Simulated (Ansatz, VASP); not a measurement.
## Two plane-wave programs on Hf3F

```xyz
4
Lattice="4.3149 0.0000 0.0000 0.0000 4.3149 0.0000 0.0000 0.0000 4.3149" Properties=species:S:1:pos:R:3 pbc="T T T"
Hf    0.0000    2.1575    2.1575
Hf    2.1575    0.0000    2.1575
Hf    2.1575    2.1575    0.0000
F     0.0000    0.0000    0.0000
```

Alike in both runs: functional PBE; k mesh 12 × 12 × 12; occupations gaussian, width 0.1 eV; no spin polarisation.

Ansatz relaxed the structure, and its values are those at the end. VASP's run is a single point on that final structure, the one shown.

|  | VASP | Ansatz |
| --- | --- | --- |
| version | VASP 6.6.1 | Ansatz 0.2.0 |
| potentials or method | VASP PAW PBE potentials, release 64 (Hf_pv, F), cutoff 520 eV | scalar-relativistic, plane waves, PAW |
| valence electrons in the cell | 37 | 85 |

```tsv
	VASP	Ansatz	Ansatz less VASP
gap on the k mesh at the Fermi level (eV)	none	none	-
pressure (GPa)	-0.4	0.0	+0.45
```

A gap of «none» marks a metal or a gap that the smearing closes. VASP's potentials hold 37 valence electrons a cell and Ansatz's 85, so a difference there can come from the potentials and not from the codes.

Spin-orbit coupling is off throughout.
